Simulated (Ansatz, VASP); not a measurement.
## One calculation of CuO, two programs

```
Cu O
1.0
     2.34185   -1.71130    0.00000
     2.34185    1.71130    0.00000
    -0.85003    0.00000    5.05787
Cu O
2 2
Direct
  0.00000 0.50000 0.00000
  0.50000 0.00000 0.50000
  0.58160 0.41840 0.25000
  0.41840 0.58160 0.75000
```

Alike in both runs: task single point; functional PBE; k mesh 5 × 5 × 3; occupations gaussian, width 0.05 eV; collinear spin; Hubbard terms Cu d U = 4.0 eV.

|  | VASP | Ansatz |
| --- | --- | --- |
| version | VASP 6.6.1 | Ansatz 0.2.0 |
| potentials or method | VASP PAW PBE potentials, release 64 (Cu_sv_GW, O), cutoff 700 eV | scalar-relativistic, plane waves, PAW |
| valence electrons in the cell | 50 | 50 |

VASP gave:

```
pressure (GPa)                                                : 4.3
traceless stress, the component that is largest in VASP (GPa) : -0.75
rms of the force components (eV/Å)                            : 0.009
net moment per atom (μB)                                      : 0.50
size of the moment on the site where the two differ most (μB) : 0.70
```

**Question.** Which values does Ansatz return?

**Answer.** Pressure (GPa): 8.4; traceless stress, the component that is largest in VASP (GPa): -0.81; rms of the force components (eV/Å): 0.033; net moment per atom (μB): 0.47; size of the moment on the site where the two differ most (μB): 0.59.

Site moments also hang on the region over which each program counts them. The programs project onto different local orbitals, so the same U acts differently, and such runs can settle in different states. Atom by atom the forces differ by 0.024 eV/Å (rms over components). Ansatz's warnings: filled band counts differ across k points, stability check not made.

The k mesh is coarse, so the values compare programs but aren't converged.
